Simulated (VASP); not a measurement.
# Si2Mo (I4/mmm) in VASP: notebook

The runs below take Si2Mo through electric field gradients, with PBE.

All numbers are computed with VASP 6.6.1; they aren't measurements. Logs are shortened: lines on timing, memory, paths and dates and some standing lists are left out, and cuts for length are marked.

## Step 1: The cell of the first run

Symmetry: I4/mmm, No. 139, tetragonal system. Conventional cell: a = 3.135 Å, b = 3.135 Å, c = 7.701 Å, α = 90.00°, β = 90.00°, γ = 90.00°. Si (site symmetry 4mm) has 9 Si at 2.56 to 3.13 Å and 5 Mo at 2.56 Å within 3.4 Å. Mo (site symmetry 4/mmm) has 10 Si at 2.56 Å and 4 Mo at 3.13 Å within 3.4 Å.

## Step 2: Electric field gradients, PBE (12.61 Å³/atom)

Contents of INCAR:

```
SYSTEM = Si2Mo
PREC = Accurate ; ENCUT = 520
EDIFF = 1E-8 ; ISMEAR = -1
SIGMA = 0.03 ; LREAL = .False.
LASPH = .True. ; NELM = 60
ALGO = Normal ; ISIF = 2
LWAVE = .False. ; LCHARG = .False.
GGA = PE ; LEFG = .True.
ISYM = 0 ; NBANDS = 18
```

Contents of KPOINTS:

```
regular mesh
0
Gamma
  12 12 16
  0 0 0
```

Contents of POSCAR:

```
Si2Mo
1.0
   -1.5673377739      1.5673377739      3.8502632003
    1.5673377739     -1.5673377739      3.8502632003
    1.5673377739      1.5673377739     -3.8502632003
Si Mo
2 1
Direct
    0.3330000000      0.3330000000      0.0000000000
    0.6670000000      0.6670000000      0.0000000000
    0.0000000000      0.0000000000      0.0000000000
```

Potentials or basis: VASP PAW PBE potentials, release 64 (Si, Mo_sv).

Started as:

```console
> cat potpaw_PBE.64/Si/POTCAR potpaw_PBE.64/Mo_sv/POTCAR > POTCAR
> mpirun -np 1 vasp_std > vasp.out
```

OUTCAR:

```text
SYSTEM = Si2Mo
   PREC = Accurate
   ENCUT = 520
   EDIFF = 1E-8
   ISMEAR = -1
   LREAL = .False.
   LASPH = .True.
   NELM = 60
   ISIF = 2
   GGA = PE
   ISYM = 0

 ion  position               nearest neighbor table
   1  0.333  0.333  0.000-   2 2.56   2 2.56   2 2.56   2 2.56   3 2.56   3 2.56   3 2.56   3 2.56
                             3 2.56   2 2.57
   2  0.667  0.667  0.000-   1 2.56   1 2.56   1 2.56   1 2.56   3 2.56   3 2.56   3 2.56   3 2.56
                             3 2.56   1 2.57
   3  0.000  0.000  0.000-   2 2.56   1 2.56   2 2.56   1 2.56   2 2.56   1 2.56   1 2.56   2 2.56
                             1 2.56   2 2.56

IMPORTANT INFORMATION: All symmetrisations will be switched off!
NOSYMM: (Re-)initialisation of all symmetry stuff for point group C_1.

----------------------------------------------------------------------------------------

                                     Primitive cell

  volume of cell :      37.8334

  direct lattice vectors                    reciprocal lattice vectors
    -1.567337774  1.567337774  3.850263200     0.000000000  0.319012282  0.129861252
     1.567337774 -1.567337774  3.850263200     0.319012282  0.000000000  0.129861252
     1.567337774  1.567337774 -3.850263200     0.319012282  0.319012282  0.000000000

  length of vectors
     4.442704369  4.442704369  4.442704369     0.344431097  0.344431097  0.451151496

  position of ions in fractional coordinates (direct lattice)
     0.333000000  0.333000000  0.000000000
     0.667000000  0.667000000  0.000000000
     0.000000000  0.000000000  0.000000000

  ion indices of the primitive-cell ions
   primitive index   ion index
                 1           1
                 2           2
                 3           3

----------------------------------------------------------------------------------------

 KPOINTS: regular mesh

Automatic generation of k-mesh.
 Grid dimensions read from file:
 generate k-points for:   12   12   16

 Generating k-lattice:

  Cartesian coordinates                     Fractional coordinates (reciprocal lattice)
     0.000000000  0.026584357  0.010821771     0.083333333 -0.000000000  0.000000000
     0.026584357  0.000000000  0.010821771    -0.000000000  0.083333333  0.000000000
     0.019938268  0.019938268  0.000000000     0.000000000  0.000000000  0.062500000

  Length of vectors
     0.028702591  0.028702591  0.028196968

  Shift w.r.t. Gamma in fractional coordinates (k-lattice)
     0.000000000  0.000000000  0.000000000

 -----------------------------------------------------------------------------
|                                                                             |
|           W    W    AA    RRRRR   N    N  II  N    N   GGGG   !!!           |
|           W    W   A  A   R    R  NN   N  II  NN   N  G    G  !!!           |
|           W    W  A    A  R    R  N N  N  II  N N  N  G       !!!           |
|           W WW W  AAAAAA  RRRRR   N  N N  II  N  N N  G  GGG   !            |
|           WW  WW  A    A  R   R   N   NN  II  N   NN  G    G                |
|           W    W  A    A  R    R  N    N  II  N    N   GGGG   !!!           |
|                                                                             |
|     Your reciprocal lattice and k-lattice belong to different lattice       |
|     classes:                                                                |
|                                                                             |
|        The reciprocal lattice is body-centered tetragonal,                  |
|        whereas your k-lattice is base-centered monoclinic.                  |
|                                                                             |
|     Results are often still useful ...                                      |
|                                                                             |
 -----------------------------------------------------------------------------

 WARNING: IBZKPT: internal override: KBLOWUP is changed to .FALSE.
      ... skipping the blow-up phase ...

 Subroutine IBZKPT returns following result:
 ===========================================

 Found   1156 irreducible k-points:

 Following reciprocal coordinates:
            Coordinates               Weight
  0.000000  0.000000  0.000000      1.000000
  0.083333  0.000000 -0.000000      2.000000
  0.166667  0.000000 -0.000000      2.000000
  0.250000  0.000000 -0.000000      2.000000
  0.333333  0.000000 -0.000000      2.000000
  0.416667  0.000000  0.000000      2.000000
[... 16 lines left out ...]
  0.250000  0.166667 -0.000000      2.000000
  0.333333  0.166667  0.000000      2.000000
 [... further k-points ...]
   k-points           NKPTS =   1156   k-points in BZ     NKDIM =   1156   number of bands    NBANDS=     18
   number of dos      NEDOS =    301   number of ions     NIONS =      3
   total plane-waves  NPLWV =  46656
   dimension x,y,z NGX =    36 NGY =   36 NGZ =   36
   dimension x,y,z NGXF=    72 NGYF=   72 NGZF=   72
   ions per type =               2   1
   NGX,Y,Z   is equivalent  to a cutoff of  13.47, 13.47, 13.47 a.u.
   NGXF,Y,Z  is equivalent  to a cutoff of  26.94, 26.94, 26.94 a.u.
 SYSTEM =  Si2Mo
   PREC   = accura    normal or accurate (medium, high low for compatibility)
   ISTART =      0    job   : 0-new  1-cont  2-samecut
   ICHARG =      2    charge: 1-file 2-atom 10-const
   ISPIN  =      1    spin polarized calculation?
   LNONCOLLINEAR =      F non collinear calculations
   LSORBIT =      F    spin-orbit coupling
   LASPH  =      T    aspherical Exc in radial PAW
   ENCUT  =  520.0 eV  38.22 Ry    6.18 a.u.   8.26  8.26  8.26*2*pi/ulx,y,z
   NELM   =     60;   NELMIN=  2; NELMDL= -5     # of ELM steps
   EDIFF  = 0.1E-07   stopping-criterion for ELM
   LREAL  =      F    real-space projection
   EDIFFG = 0.1E-06   stopping-criterion for IOM
   NSW    =      0    number of steps for IOM
   IBRION =     -1    ionic relax: 0-MD 1-quasi-New 2-CG
   NFREE  =      0    steps in history (QN), initial steepest desc. (CG)
   ISIF   =      2    stress and relaxation
   ISYM   =      0    0-nonsym 1-usesym 2-fastsym
   POTIM  = 0.5000    time-step for ionic-motion
   TEBEG  =    0.0;   TEEND  =   0.0 temperature during run
   PSTRESS=    0.0 pullay stress
   NELECT =      22.0000    total number of electrons
   NUPDOWN=      -1.0000    fix difference up-down
   EMIN   =  10.00;   EMAX   =-10.00  energy-range for DOS
   EFERMI =   0.00;   METHOD = LEGACY
   ISMEAR =    -1;   SIGMA  =   0.03  broadening in eV -4-tet -1-fermi 0-gaus
   EFERMI_NEDOS =   21; number of points for ismear=-14 and -15
   IALGO  =     38    algorithm
   IMIX   =      4    mixing-type and parameters
     AMIX     =   0.40;   BMIX     =  1.00
     AMIX_MAG =   1.60;   BMIX_MAG =  1.00
  volume/ion in A,a.u.               =      12.61        85.10
  Fermi-wavevector in a.u.,A,eV,Ry     =   1.366440  2.582197 25.404225  1.867158
  Thomas-Fermi vector in A             =   2.492580
   LORBIT       =      0    0 simple, 1 ext, 2 COOP (PROOUT), +10 PAW based schemes
   GGA     = PE    functional components
   LHFCALC =     F    Hartree Fock is set to
   AEXX    =    0.0000 exact exchange contribution
   IVDW    =     0    specifies the selected vdW correction
   LEPSILON=     F    determine dielectric tensor
   LRPA    =     F    only Hartree local field effects (RPA)
 non-spin polarized calculation
  energy-cutoff  :      520.00
  volume of cell :       37.83
 maximum number of plane-waves:      1039
 NGX is ok and might be reduce to    36
   NGX = 17   NGY = 17   NGZ = 17

 number of electron      22.0000000 magnetization

 Free energy of the ion-electron system (eV)
  ---------------------------------------------------
  ext. energy  EPLUGINS =         0.00000000
  ---------------------------------------------------
  free energy    TOTEN  =       -23.10619058 eV

  energy without entropy =      -23.10553901  energy(sigma->0) =      -23.10586479

 E-fermi :  13.2431     XC(G=0): -12.7243

 val. band max:       13.2261044170   @ k =  -0.2500  -0.2500   0.1875
 cond. band min:      13.2473659701   @ k =   0.4167  -0.4167   0.3750
 fundamental gap:      0.0212615532
 Fermi energy:        13.2431473014

 k-point     1 :       0.0000    0.0000    0.0000
  band No.  band energies     occupation
      1     -47.4358      2.00000
      2     -21.6466      2.00000
      3     -21.5116      2.00000
      4     -21.5107      2.00000
      5      -0.7274      2.00000
      6       6.4822      2.00000
[... 481 lines left out ...]
      5       1.9001      2.00000
      6       5.2597      2.00000
[... 10 lines left out ...]
     17      21.0201      0.00000
     18      22.1307      0.00000

 [... further k-points ...]
[... 5 lines left out ...]
  --------------------------------------------------------------------------------------
  -------------------------------------------------------------------------------------
  Total        4.1593620      4.1593619      4.3417981      0.0059396     -0.0018852     -0.0018852
  in kB      176.1415006    176.1414971    183.8673431      0.2515333     -0.0798337     -0.0798341
  external PRESSURE =     178.7167803 kB  Pullay stress =       0.0000000 kB

 VOLUME and BASIS-vectors are now :
 -----------------------------------------------------------------------------
  energy-cutoff  :      520.00
  volume of cell :       37.83
      direct lattice vectors                 reciprocal lattice vectors
    -1.567337774  1.567337774  3.850263200     0.000000000  0.319012282  0.129861252
     1.567337774 -1.567337774  3.850263200     0.319012282  0.000000000  0.129861252
     1.567337774  1.567337774 -3.850263200     0.319012282  0.319012282  0.000000000

 POSITION                                       TOTAL-FORCE (eV/Angst)
 -----------------------------------------------------------------------------------
      0.00000      0.00000      2.56428         0.000821      0.000821      0.174841
      0.00000      0.00000      5.13625        -0.000821     -0.000821     -0.174841
      0.00000      0.00000      0.00000         0.000000      0.000000     -0.000000
 -----------------------------------------------------------------------------------
    total drift:                                0.000000      0.000000     -0.000000

  FREE ENERGIE OF THE ION-ELECTRON SYSTEM (eV)
  ---------------------------------------------------
  free  energy   TOTEN  =       -23.1061905790 eV

  energy  without entropy=      -23.1055390073  energy(sigma->0) =      -23.10586479

 Electric field gradients (V/A^2)
---------------------------------------------------------------------
 ion       V_xx      V_yy      V_zz      V_xy      V_xz      V_yz
---------------------------------------------------------------------
   1       6.862     6.862   -13.724    -0.014     0.001     0.001
   2       6.862     6.862   -13.724    -0.014     0.001     0.001
   3      32.941    32.941   -65.883    -0.274    -0.057    -0.057
---------------------------------------------------------------------

 Electric field gradients after diagonalization (V/A^2)
 (convention: |V_zz| > |V_xx| > |V_yy|)
----------------------------------------------------------------------
 ion       V_xx      V_yy      V_zz     asymmetry (V_yy - V_xx)/ V_zz
----------------------------------------------------------------------
   1       6.876     6.849   -13.724       0.002
   2       6.876     6.849   -13.724       0.002
   3      33.215    32.668   -65.883       0.008
----------------------------------------------------------------------

           NMR quadrupolar parameters

 Cq : quadrupolar parameter    Cq=e*Q*V_zz/h
 eta: asymmetry parameters     (V_yy - V_xx)/ V_zz
 Q  : nuclear electric quadrupole moment in mb (millibarn)
----------------------------------------------------------------------
 ion       Cq(MHz)       eta       Q (mb)
----------------------------------------------------------------------
   1      -0.033       0.002       1.000
   2      -0.033       0.002       1.000
   3      -0.159       0.008       1.000
----------------------------------------------------------------------
```

It took 34 min on 1 thread of Oxide Virtual Turin-like, shared host; peak memory 0.78 GiB.

What came out:

```
Free energy                             : -23.1062 eV
Pressure                                : 17.9 GPa
Largest force                           : 0.175 eV/Å
Band gap on the k mesh                  : zero (bands 11 and 12 overlap by 1.03 eV)
Largest electric field gradient by atom : Si -13.7; Mo -65.9 V/Å²
```

Forces on the atoms (eV/Å):
```
Si   0.001  0.001  0.175
Si  -0.001 -0.001 -0.175
Mo   0.000  0.000  0.000
```

Levels at points of the mesh, in eV from the Fermi level:
```tsv
k point	band 7	band 8	band 9	band 10	band 11	band 12	band 13	band 14	band 15	band 16
(0.00, 0.00, 0.00)	-3.40	-3.34	-2.86	-2.86	0.42	2.86	3.46	3.80	3.80	4.36
(0.50, 0.00, 0.00)	-5.20	-4.67	-2.86	-2.72	-0.62	2.47	3.11	4.39	4.51	5.58
(0.00, 0.50, 0.00)	-5.20	-4.67	-2.86	-2.72	-0.62	2.47	3.11	4.39	4.51	5.58
(0.50, 0.50, 0.00)	-6.01	-5.27	-4.76	-3.34	-1.15	2.53	2.99	3.24	3.43	4.85
(0.00, 0.00, 0.50)	-6.01	-5.27	-4.76	-3.34	-1.15	2.53	2.99	3.24	3.43	4.85
(0.50, 0.00, 0.50)	-5.20	-4.67	-2.86	-2.72	-0.62	2.47	3.11	4.39	4.51	5.58
(0.00, 0.50, 0.50)	-5.20	-4.67	-2.86	-2.72	-0.62	2.47	3.11	4.39	4.51	5.58
(0.50, 0.50, 0.50)	-3.88	-2.49	-0.66	-0.66	-0.54	-0.54	0.57	4.86	5.90	5.92
```

Electric field gradients, principal values (V/Å²):
| atom | least | middle | greatest (by size) |
| --- | --- | --- | --- |
| 1 Si | 6.849 | 6.876 | -13.724 |
| 2 Si | 6.849 | 6.876 | -13.724 |
| 3 Mo | 32.668 | 33.215 | -65.883 |

Caveat: the cell stands under pressure; without QUAD_EFG the Cq values of the log hold for a quadrupole moment of 1 mb, not for the nuclei.

## Step 3: Electric field gradients, PBE (zz strain of -1 %)

Contents of INCAR:

```
SYSTEM = Si2Mo
PREC = Accurate
ENCUT = 520
EDIFF = 1E-8
ISMEAR = -1
SIGMA = 0.03
LREAL = .FALSE.
LASPH = .TRUE.
NELM = 100
ALGO = Normal
ISIF = 2
LWAVE = .FALSE.
LCHARG = .FALSE.
GGA = PE
LEFG = .TRUE.
ISYM = 0
NBANDS = 18
```

Contents of KPOINTS:

```
Automatic mesh
0
G
  12 12 16
  0 0 0
```

Contents of POSCAR:

```
Si2Mo
1.0
   -1.6000000000      1.6000000000      3.8911950000
    1.6000000000     -1.6000000000      3.8911950000
    1.6000000000      1.6000000000     -3.8911950000
Si Mo
2 1
Direct
    0.3330000000      0.3330000000      0.0000000000
    0.6670000000      0.6670000000      0.0000000000
    0.0000000000      0.0000000000      0.0000000000
```

Potentials or basis: VASP PAW PBE potentials, release 64 (Si, Mo_sv).

Started as:

```console
> cat potpaw_PBE.64/Si/POTCAR potpaw_PBE.64/Mo_sv/POTCAR > POTCAR
> mpirun -np 1 vasp_std > vasp.out
```

OUTCAR:

```text
SYSTEM = Si2Mo
   PREC = Accurate
   ENCUT = 520
   EDIFF = 1E-8
   ISMEAR = -1
   LREAL = .FALSE.
   LASPH = .TRUE.
   NELM = 100
   ISIF = 2
   GGA = PE
   ISYM = 0

 ion  position               nearest neighbor table
   1  0.333  0.333  0.000-   3 2.59   2 2.60   2 2.61   2 2.61   2 2.61   2 2.61   3 2.61   3 2.61
                             3 2.61   3 2.61
   2  0.667  0.667  0.000-   3 2.59   1 2.60   1 2.61   1 2.61   1 2.61   1 2.61   3 2.61   3 2.61
                             3 2.61   3 2.61
   3  0.000  0.000  0.000-   1 2.59   2 2.59   2 2.61   2 2.61   2 2.61   1 2.61   1 2.61   1 2.61
                             2 2.61   1 2.61

[... 715 lines left out ...]
 Electric field gradients (V/A^2)
---------------------------------------------------------------------
 ion       V_xx      V_yy      V_zz      V_xy      V_xz      V_yz
---------------------------------------------------------------------
   1       6.973     6.973   -13.946    -0.066     0.002     0.002
   2       6.973     6.973   -13.946    -0.066     0.002     0.002
   3      35.198    35.198   -70.395    -0.327    -0.071    -0.071
---------------------------------------------------------------------

 Electric field gradients after diagonalization (V/A^2)
 (convention: |V_zz| > |V_xx| > |V_yy|)
----------------------------------------------------------------------
 ion       V_xx      V_yy      V_zz     asymmetry (V_yy - V_xx)/ V_zz
----------------------------------------------------------------------
   1       7.039     6.907   -13.946       0.009
   2       7.039     6.907   -13.946       0.009
   3      35.524    34.871   -70.395       0.009
----------------------------------------------------------------------

           NMR quadrupolar parameters

 Cq : quadrupolar parameter    Cq=e*Q*V_zz/h
 eta: asymmetry parameters     (V_yy - V_xx)/ V_zz
 Q  : nuclear electric quadrupole moment in mb (millibarn)
----------------------------------------------------------------------
 ion       Cq(MHz)       eta       Q (mb)
----------------------------------------------------------------------
   1      -0.034       0.009       1.000
   2      -0.034       0.009       1.000
   3      -0.170       0.009       1.000
----------------------------------------------------------------------
```

stdout:

```text
POSCAR found type information on POSCAR SiMo
 POSCAR found :  2 types and       3 ions
 scaLAPACK will be used
 LDA part: xc-table for (Slater+PW92), standard interpolation
[... 29 lines left out ...]
ion   3
     0.0000532     0.0233999     0.0108631     1.2827261     0.0108630    -0.0000008
     0.0000733     0.0233999     0.0108631     1.2827261     0.0108630    -0.0000008
     0.0001009     0.0233999     0.0108631     1.2827261     0.0108630    -0.0000008
     0.0001390     0.0233999     0.0108631     1.2827261     0.0108630    -0.0000008

     0.0000532     0.3025512     0.0664261    56.4034318     0.0664254    -0.0000087
     0.0000733     0.3025469     0.0664272    56.4019123     0.0664264    -0.0000087
     0.0001009     0.3025402     0.0664288    56.3995273     0.0664281    -0.0000087
     0.0001390     0.3025298     0.0664316    56.3958058     0.0664308    -0.0000087
```

It took 30 min on 1 thread of Oxide Virtual Turin-like, shared host; peak memory 0.81 GiB.

Results:

| Quantity | Value |
| --- | --- |
| Free energy | -23.2425 eV |
| Pressure | 4.9 GPa |
| Largest force | 0.266 eV/Å |
| Band gap on the k mesh | zero (bands 11 and 12 overlap by 1.02 eV) |
| Largest electric field gradient by atom | Si -13.9; Mo -70.4 V/Å² |

Forces on the atoms (eV/Å):
```
Si   0.001  0.001  0.266
Si  -0.001 -0.001 -0.266
Mo   0.000  0.000  0.000
```

Stress tensor (GPa, compression positive):
```
 3.81  0.01 -0.01
 0.01  3.81 -0.01
-0.01 -0.01  6.95
```

Electric field gradients, principal values (V/Å²):
| atom | least | middle | greatest (by size) |
| --- | --- | --- | --- |
| 1 Si | 6.907 | 7.039 | -13.946 |
| 2 Si | 6.907 | 7.039 | -13.946 |
| 3 Mo | 34.871 | 35.524 | -70.395 |

Caveat: the cell differs from its parent crystal (zz strain of -1 %); the cell stands under pressure; without QUAD_EFG the Cq values of the log hold for a quadrupole moment of 1 mb, not for the nuclei.

[end of part 1 of 3]

The gap in the log of VASP goes by the Fermi energy; the results here count the filled bands.